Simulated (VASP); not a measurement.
The system is Pb.

```
CELL_PARAMETERS angstrom
3.52437 0.00000 0.00000
-1.76218 3.05219 0.00000
0.00000 0.00000 11.49524
ATOMIC_POSITIONS crystal
Pb 0.00000 0.00000 0.00000
Pb 0.33333 0.66667 0.25000
Pb 0.00000 0.00000 0.50000
Pb 0.66667 0.33333 0.75000
```

| Property | Result |
| --- | --- |
| Program | VASP 6.6.1 |
| Task | relaxation of cell and atoms |
| Functional | PBE |
| Potentials or basis | VASP PAW PBE potentials, release 64 (Pb_d) |
| Cutoff | 600 eV |
| k mesh | 15 × 15 × 4 |
| Occupations | gaussian, width 0.1 eV |
| Spin | no spin polarisation |

At the start: pressure 1.3 GPa; volume 30.91 Å³/atom.

Q: How do energy, volume and symmetry change on relaxing?

A: Over 3 steps the energy falls by 4.3 meV/atom and the volume is 31.93 Å³/atom (+3.3 %); space group P6_3/mmc (No. 194, to 0.05 Å).

Step by step:
| step | energy change (eV) | largest force (eV/Å) | pressure (GPa) | volume (Å³) |
| --- | --- | --- | --- | --- |
| 1 | 0.0000 | 0.0000 | 1.34 | 123.65 |
| 2 | -0.0168 | 0.0000 | -0.22 | 128.36 |
| 3 | -0.0173 | 0.0000 | 0.01 | 127.71 |

Final structure:
```yaml
crystal:
  lattice:
    - [3.56008, 0.00000, 0.00000]
    - [-1.78004, 3.08312, 0.00000]
    - [0.00000, 0.00000, 11.63498]
  atoms:
    - { symbol: Pb, position: [0.00000, 0.00000, 0.00000] }
    - { symbol: Pb, position: [0.33333, 0.66667, 0.25000] }
    - { symbol: Pb, position: [0.00000, 0.00000, 0.50000] }
    - { symbol: Pb, position: [0.66667, 0.33333, 0.75000] }
```
